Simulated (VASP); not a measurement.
# SnS2 (Berndtite-2T) (P-3m1) in VASP: notebook, part 2 of 3

VASP 6.6.1. The steps go on from the part before.

## (3) Single point, PBE+D4

This run uses another cell than the first one, of 19.00 Å³/atom, 1.088 times its volume.

Contents of INCAR:

```
SYSTEM = SnS2
ALGO = Normal ; EDIFF = 1E-6
ENCUT = 500 ; GGA = PE
GGA_COMPAT = .False. ; ISIF = 2
ISMEAR = 0 ; IVDW = 13
LASPH = .True. ; LCHARG = .True.
LELF = .True. ; LREAL = .False.
LVHAR = .True. ; LWAVE = .False.
NBANDS = 20 ; NELM = 120
PREC = Accurate ; SIGMA = 0.01
```

Contents of KPOINTS:

```
k-points
0
Gamma
  6 6 4
  0 0 0
```

Contents of POSCAR:

```
SnS2
1.0
    3.5723052521      0.0000000000      0.0000000000
   -1.7861526260      3.0937070984      0.0000000000
    0.0000000000      0.0000000000      5.1569124714
Sn S
1 2
Direct
    0.0000000000      0.0000000000      0.0000000000
    0.3333333333      0.6666666667      0.2844445077
    0.6666666667      0.3333333333      0.7155554923
```

Potentials or basis: VASP PAW PBE potentials, release 64 (Sn_d, S).

Started as:

```bash
$ cat potpaw_PBE.64/Sn_d/POTCAR potpaw_PBE.64/S/POTCAR > POTCAR
$ mpirun -np 1 vasp_std > vasp.out
```

OUTCAR:

```text
SYSTEM = SnS2
   EDIFF = 1E-6
   ENCUT = 500
   GGA = PE
   ISIF = 2
   ISMEAR = 0
   IVDW = 13
   LASPH = .True.
   LREAL = .False.
   NELM = 120
   PREC = Accurate

 ion  position               nearest neighbor table
   1  0.000  0.000  0.000-   2 2.53   3 2.53   2 2.53   3 2.53   3 2.53   2 2.53
   2  0.333  0.667  0.284-   1 2.53   1 2.53   1 2.53
   3  0.667  0.333  0.716-   1 2.53   1 2.53   1 2.53

  LATTYP: Found a hexagonal cell.
 ALAT       =     3.5723052521
 C/A-ratio  =     1.4435811353

  Lattice vectors:

 A1 = (   3.5723052521,   0.0000000000,   0.0000000000)
 A2 = (  -1.7861526260,   3.0937070984,   0.0000000000)
 A3 = (   0.0000000000,   0.0000000000,   5.1569124714)

Analysis of symmetry for initial positions (statically):
=====================================================================
 Subroutine PRICEL returns:
 Original cell was already a primitive cell.

 Routine SETGRP: Setting up the symmetry group for a
 hexagonal supercell.

 Subroutine GETGRP returns: Found 12 space group operations
 (whereof 12 operations were pure point group operations)
 out of a pool of 24 trial point group operations.

The static configuration has the point symmetry D_3d.

Analysis of symmetry for dynamics (positions and initial velocities):
=====================================================================
 Subroutine PRICEL returns:
 Original cell was already a primitive cell.

 Routine SETGRP: Setting up the symmetry group for a
 hexagonal supercell.

 Subroutine GETGRP returns: Found 12 space group operations
 (whereof 12 operations were pure point group operations)
 out of a pool of 24 trial point group operations.

The dynamic configuration has the point symmetry D_3d.

 Subroutine INISYM returns: Found 12 space group operations
 (whereof 12 operations are pure point group operations),
 and found     1 'primitive' translations

----------------------------------------------------------------------------------------

                                     Primitive cell

  volume of cell :      56.9925

  direct lattice vectors                    reciprocal lattice vectors
     3.572305252  0.000000000  0.000000000     0.279931285  0.161618403  0.000000000
    -1.786152626  3.093707098  0.000000000     0.000000000  0.323236806  0.000000000
     0.000000000  0.000000000  5.156912471     0.000000000  0.000000000  0.193914480

  length of vectors
     3.572305252  3.572305252  5.156912471     0.323236806  0.323236806  0.193914480

  position of ions in fractional coordinates (direct lattice)
     0.000000000  0.000000000  0.000000000
     0.333333333  0.666666667  0.284444508
     0.666666667  0.333333333  0.715555492

  ion indices of the primitive-cell ions
   primitive index   ion index
                 1           1
                 2           2
                 3           3

----------------------------------------------------------------------------------------

 KPOINTS: k-points

Automatic generation of k-mesh.
 Grid dimensions read from file:
 generate k-points for:    6    6    4

 Generating k-lattice:

  Cartesian coordinates                     Fractional coordinates (reciprocal lattice)
     0.046655214  0.026936400  0.000000000     0.166666667  0.000000000  0.000000000
     0.000000000  0.053872801  0.000000000     0.000000000  0.166666667  0.000000000
     0.000000000  0.000000000  0.048478620     0.000000000  0.000000000  0.250000000

  Length of vectors
     0.053872801  0.053872801  0.048478620

  Shift w.r.t. Gamma in fractional coordinates (k-lattice)
     0.000000000  0.000000000  0.000000000

 Subroutine IBZKPT returns following result:
 ===========================================

 Found     24 irreducible k-points:

 Following reciprocal coordinates:
            Coordinates               Weight
  0.000000  0.000000  0.000000      1.000000
  0.166667  0.000000  0.000000      6.000000
  0.333333  0.000000  0.000000      6.000000
  0.500000 -0.000000  0.000000      3.000000
  0.166667  0.166667  0.000000      6.000000
  0.333333  0.166667  0.000000     12.000000
[... 16 lines left out ...]
  0.333333  0.166667  0.500000     12.000000
  0.333333  0.333333  0.500000      2.000000
   k-points           NKPTS =     24   k-points in BZ     NKDIM =     24   number of bands    NBANDS=     20
   number of dos      NEDOS =    301   number of ions     NIONS =      3
   total plane-waves  NPLWV =  31360
   dimension x,y,z NGX =    28 NGY =   28 NGZ =   40
   dimension x,y,z NGXF=    56 NGYF=   56 NGZF=   80
   ions per type =               1   2
   NGX,Y,Z   is equivalent  to a cutoff of  13.03, 13.03, 12.89 a.u.
   NGXF,Y,Z  is equivalent  to a cutoff of  26.06, 26.06, 25.79 a.u.
 SYSTEM =  SnS2
   PREC   = accura    normal or accurate (medium, high low for compatibility)
   ISTART =      0    job   : 0-new  1-cont  2-samecut
   ICHARG =      2    charge: 1-file 2-atom 10-const
   ISPIN  =      1    spin polarized calculation?
   LNONCOLLINEAR =      F non collinear calculations
   LSORBIT =      F    spin-orbit coupling
   LASPH  =      T    aspherical Exc in radial PAW
   ENCUT  =  500.0 eV  36.75 Ry    6.06 a.u.   6.51  6.51  9.40*2*pi/ulx,y,z
   NELM   =    120;   NELMIN=  2; NELMDL= -5     # of ELM steps
   EDIFF  = 0.1E-05   stopping-criterion for ELM
   LREAL  =      F    real-space projection
   EDIFFG = 0.1E-04   stopping-criterion for IOM
   NSW    =      0    number of steps for IOM
   IBRION =     -1    ionic relax: 0-MD 1-quasi-New 2-CG
   NFREE  =      0    steps in history (QN), initial steepest desc. (CG)
   ISIF   =      2    stress and relaxation
   ISYM   =      2    0-nonsym 1-usesym 2-fastsym
   POTIM  = 0.5000    time-step for ionic-motion
   TEBEG  =    0.0;   TEEND  =   0.0 temperature during run
   PSTRESS=    0.0 pullay stress
   NELECT =      26.0000    total number of electrons
   NUPDOWN=      -1.0000    fix difference up-down
   EMIN   =  10.00;   EMAX   =-10.00  energy-range for DOS
   EFERMI =   0.00;   METHOD = LEGACY
   ISMEAR =     0;   SIGMA  =   0.01  broadening in eV -4-tet -1-fermi 0-gaus
   EFERMI_NEDOS =   21; number of points for ismear=-14 and -15
   IALGO  =     38    algorithm
   IMIX   =      4    mixing-type and parameters
     AMIX     =   0.40;   BMIX     =  1.00
     AMIX_MAG =   1.60;   BMIX_MAG =  1.00
  volume/ion in A,a.u.               =      19.00       128.20
  Fermi-wavevector in a.u.,A,eV,Ry     =   1.260260  2.381546 21.609520  1.588255
  Thomas-Fermi vector in A             =   2.393778
   LORBIT       =      0    0 simple, 1 ext, 2 COOP (PROOUT), +10 PAW based schemes
   GGA     = PE    functional components
   LHFCALC =     F    Hartree Fock is set to
   AEXX    =    0.0000 exact exchange contribution
   IVDW    =    13    specifies the selected vdW correction
   LEPSILON=     F    determine dielectric tensor
   LRPA    =     F    only Hartree local field effects (RPA)
 non-spin polarized calculation
 Gauss-broadening in eV      SIGMA  =   0.01
  energy-cutoff  :      500.00
  volume of cell :       56.99
 maximum number of plane-waves:      1477
 NGX is ok and might be reduce to    28
   NGX = 13   NGY = 13   NGZ = 19

 number of electron      25.9999992 magnetization

 Free energy of the ion-electron system (eV)
  ---------------------------------------------------
  ext. energy  EPLUGINS =         0.00000000
  ---------------------------------------------------
  free energy    TOTEN  =       -12.69074783 eV

  energy without entropy =      -12.69074783  energy(sigma->0) =      -12.69074783

 E-fermi :   7.7883     XC(G=0): -10.6148

 val. band max:        7.6481309542   @ k =   0.0000   0.0000   0.0000
 cond. band min:       8.2053723092   @ k =   0.3333   0.3333   0.0000
 fundamental gap:      0.5572413549
 Fermi energy:         7.7882727700

 k-point     1 :       0.0000    0.0000    0.0000
  band No.  band energies     occupation
      1     -14.0428      2.00000
      2     -14.0428      2.00000
      3     -13.9918      2.00000
      4     -13.9549      2.00000
      5     -13.9549      2.00000
      6      -7.6472      2.00000
[... 12 lines left out ...]
     19      16.9241      0.00000
     20      16.9242      0.00000
[... 507 lines left out ...]
 k-point    24 :       0.3333    0.3333    0.5000
  band No.  band energies     occupation
      1     -14.0752      2.00000
      2     -14.0752      2.00000
      3     -13.9551      2.00000
      4     -13.9551      2.00000
      5     -13.9248      2.00000
      6      -4.6301      2.00000
[... 12 lines left out ...]
     19      17.0396      0.00000
     20      17.0398      0.00000

------------------------ aborting loop because EDIFF is reached ----------------------------------------

  DFT-D4 for vdW energy calculation

  Edisp (eV):   -1.27481

  FORCE on cell =-STRESS in cart. coord.  units (eV):
  Direction    XX          YY          ZZ          XY          YZ          ZX
  --------------------------------------------------------------------------------------
  -------------------------------------------------------------------------------------
  Total       3.48691     3.48691     3.50025     0.00000    -0.00000    -0.00000
  in kB      98.02428    98.02428    98.39943     0.00000    -0.00000    -0.00000
  external pressure =       98.15 kB  Pullay stress =        0.00 kB

 VOLUME and BASIS-vectors are now :
 -----------------------------------------------------------------------------
  energy-cutoff  :      500.00
  volume of cell :       56.99
      direct lattice vectors                 reciprocal lattice vectors
     3.572305252  0.000000000  0.000000000     0.279931285  0.161618403  0.000000000
    -1.786152626  3.093707098  0.000000000     0.000000000  0.323236806  0.000000000
     0.000000000  0.000000000  5.156912471     0.000000000  0.000000000  0.193914480

 POSITION                                       TOTAL-FORCE (eV/Angst)
 -----------------------------------------------------------------------------------
      0.00000      0.00000      0.00000         0.000000      0.000000      0.000000
     -0.00000      2.06247      1.46686        -0.000000      0.000000     -0.012560
      1.78615      1.03124      3.69006         0.000000     -0.000000      0.012560
 -----------------------------------------------------------------------------------
    total drift:                                0.000000     -0.000000      0.000000

  FREE ENERGIE OF THE ION-ELECTRON SYSTEM (eV)
  ---------------------------------------------------
  free  energy   TOTEN  =       -13.9655571717 eV

  energy  without entropy=      -13.9655571717  energy(sigma->0) =      -13.96555717
```

OSZICAR:

```text
N       E                     dE             d eps       ncg     rms          rms(c)
DAV:   1     0.208091548705E+03    0.20809E+03   -0.12328E+04  1016   0.160E+03
DAV:   2     0.999677793593E+01   -0.19809E+03   -0.18983E+03   996   0.416E+02
DAV:   3    -0.123860066984E+02   -0.22383E+02   -0.21708E+02  1200   0.115E+02
DAV:   4    -0.131459964917E+02   -0.75999E+00   -0.75819E+00  1132   0.215E+01
DAV:   5    -0.131679866160E+02   -0.21990E-01   -0.21988E-01  1388   0.386E+00    0.107E+01
DAV:   6    -0.127207227391E+02    0.44726E+00   -0.86159E-01  1460   0.104E+01    0.742E+00
DAV:   7    -0.126921647809E+02    0.28558E-01   -0.31205E-01  1252   0.361E+00    0.207E+00
DAV:   8    -0.126904931112E+02    0.16717E-02   -0.31497E-02  1296   0.177E+00    0.725E-01
DAV:   9    -0.126907156854E+02   -0.22257E-03   -0.28437E-03  1100   0.367E-01    0.182E-01
DAV:  10    -0.126907026842E+02    0.13001E-04   -0.38471E-04  1320   0.151E-01    0.775E-02
DAV:  11    -0.126907421297E+02   -0.39446E-04   -0.45582E-05  1088   0.440E-02    0.149E-02
DAV:  12    -0.126907473239E+02   -0.51942E-05   -0.50283E-06  1200   0.159E-02    0.187E-02
DAV:  13    -0.126907478332E+02   -0.50929E-06   -0.12841E-06   880   0.958E-03
   1 F= -.13965557E+02 E0= -.13965557E+02  d E =-.198978E-89
```

stdout:

```text
POSCAR found type information on POSCAR SnS
 POSCAR found :  2 types and       3 ions
 scaLAPACK will be used
 LDA part: xc-table for (Slater+PW92), standard interpolation
 POSCAR, INCAR and KPOINTS ok, starting setup
 FFT: planning ... GRIDC
 FFT: planning ... GRID_SOFT
 FFT: planning ... GRID
 WAVECAR not read
 entering main loop
```

It took 17 s on 1 thread of AMD EPYC 9R45 (Zen 5), shared host; peak memory 0.16 GiB.

What came out:

- Free energy: -13.9656 eV
- Pressure: 9.8 GPa
- Largest force: 0.013 eV/Å
- Band gap on the k mesh: 0.56 eV, indirect (least direct gap 1.56 eV)
- Dispersion energy per atom: -0.425 eV

Forces on the atoms (eV/Å):
```
Sn   0.000  0.000  0.000
S    0.000  0.000 -0.013
S    0.000  0.000  0.013
```

Levels at points of the mesh, in eV from the valence-band top:
```tsv
k point	band 11	band 12	band 13	band 14	band 15	band 16
(0.00, 0.00, 0.00)	-1.35	-1.35	0.00	1.56	2.92	5.08
(0.50, 0.00, 0.00)	-3.74	-2.69	-0.72	1.66	3.82	4.47
(0.00, 0.00, 0.50)	-1.74	-0.84	-0.84	3.18	3.31	4.23
(0.50, 0.00, 0.50)	-2.26	-2.03	-1.75	1.38	3.90	4.73
```

Caveat: spin-orbit coupling is left out, which moves the levels of the heavy elements. A k mesh can miss the band edges.

## (4) Single point, PBE+D4

This run uses another cell than the first one, of 20.21 Å³/atom, 1.158 times its volume.

Contents of INCAR:

```
ALGO = Normal ; EDIFF = 1E-6
ENCUT = 500 ; GGA = PE
GGA_COMPAT = F ; ISIF = 2
ISMEAR = 0 ; IVDW = 13
LASPH = T ; LCHARG = F
LREAL = F ; LWAVE = F
NBANDS = 20 ; NELM = 120
PREC = Accurate ; SIGMA = 0.01
```

Contents of KPOINTS:

```
k-points
0
Gamma
  6 6 4
```

Contents of POSCAR:

```
SnS2
1.0
    3.6154354855      0.0000000000      0.0000000000
   -1.8077177427      3.1310589762      0.0000000000
    0.0000000000      0.0000000000      5.3559763213
Sn S
1 2
Direct
    0.0000000000      0.0000000000      0.0000000000
    0.3333333333      0.6666666667      0.2748213808
    0.6666666667      0.3333333333      0.7251786192
```

Started as:

```bash
$ cat potpaw_PBE.64/Sn_d/POTCAR potpaw_PBE.64/S/POTCAR > POTCAR
$ mpirun -np 1 vasp_std > vasp.out
```

It took 16 s on 1 thread of AMD EPYC 9R45 (Zen 5), shared host; peak memory 0.16 GiB.

Results (log left out):

- Free energy: -14.1309 eV
- Pressure: 4.8 GPa
- Largest force: 0.010 eV/Å
- Band gap on the k mesh: 0.99 eV, indirect (least direct gap 1.53 eV)
- Dispersion energy per atom: -0.400 eV

Forces in eV/Å, atoms in the order of the input:
```
Sn   0.000  0.000  0.000
S    0.000  0.000 -0.010
S    0.000  0.000  0.010
```

Levels at points of the mesh, in eV from the valence-band top:
```
           k point  band 11  band 12  band 13  band 14  band 15  band 16
(0.00, 0.00, 0.00)    -1.10    -1.10     0.00     1.53     3.10     5.11
(0.50, 0.00, 0.00)    -3.32    -2.14    -0.63     1.59     3.96     4.95
(0.00, 0.00, 0.50)    -1.42    -0.69    -0.69     3.11     3.28     4.48
(0.50, 0.00, 0.50)    -2.11    -1.56    -1.45     1.30     4.12     4.94
```

Caveat: spin-orbit coupling is left out, which moves the levels of the heavy elements.

(Part 2 of 3 ends here.)
